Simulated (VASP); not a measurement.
Wanted: the native input for a VASP 6.6.1 run.

| Quantity | Value |
| --- | --- |
| Task | relaxation of cell and atoms |
| Functional | PBEsol |
| Potentials or basis | VASP PAW PBE potentials, release 64 (B, Bi_d) |
| Cutoff | 600 eV |
| k mesh | 6 × 6 × 4 |
| Occupations | fermi-dirac, width 0.03 eV |
| Spin | no spin polarisation |
| Dipole correction | no |
| Further INCAR settings | ALGO = Normal; EDIFF = 1e-07; IBRION = 2; EDIFFG = -0.01; NSW = 100; ISIF = 3 |

The structure of BiB lies in POSCAR:

```
BiB
1.0
    3.7856047478      0.0000000000      0.0000000000
   -1.8928023739      3.2784298803      0.0000000000
    0.0000000000      0.0000000000      6.1818925532
B Bi
2 2
Direct
    0.3333333333      0.6666666667      0.0000000000
    0.6666666667      0.3333333333      0.5000000000
    0.3333333333      0.6666666667      0.3750000000
    0.6666666667      0.3333333333      0.8750000000
```

These files were run (other wordings do the same):

INCAR

```
PREC = Accurate ; ENCUT = 600
EDIFF = 1E-7 ; ISMEAR = -1
SIGMA = 0.03 ; LREAL = F
LASPH = T ; NELM = 100
ALGO = Normal ; ISIF = 3
LWAVE = F ; LCHARG = F
GGA = PS ; IBRION = 2
NSW = 100 ; EDIFFG = -0.01
```

KPOINTS

```
regular mesh
0
Gamma
  6 6 4
```

Potentials or basis: VASP PAW PBE potentials, release 64 (B, Bi_d).

Run with:

```sh
$ cat potpaw_PBE.64/B/POTCAR potpaw_PBE.64/Bi_d/POTCAR > POTCAR
$ mpirun -np 1 vasp_std > vasp.out
```

It gave:

The relaxed volume is 20.21 Å³/atom, the relaxed cell is a = 3.844 Å, b = 3.844 Å, c = 6.318 Å, α = 90.00°, β = 90.00°, γ = 120.00° and the space group after relaxing (to 0.1 Å) is P6_3mc (No. 186). The energy gained by relaxing is 15.3 meV/atom, the ionic steps are 5 and the pressure after relaxing is 0.0 GPa. The band gap on the k mesh is 0.08 eV.

Caveat: the structure was generated, so it needn't be the stable form of BiB; the PAW data sets were made with another functional, which shifts forces and pressure a little; spin-orbit coupling is left out, which moves the levels of the heavy elements.

It took 3.5 min on 1 thread of Intel(R) Xeon(R) Platinum 8259CL CPU @ 2.50GHz (Skylake/Cascade Lake), on a shared host, peak memory 0.23 GiB.
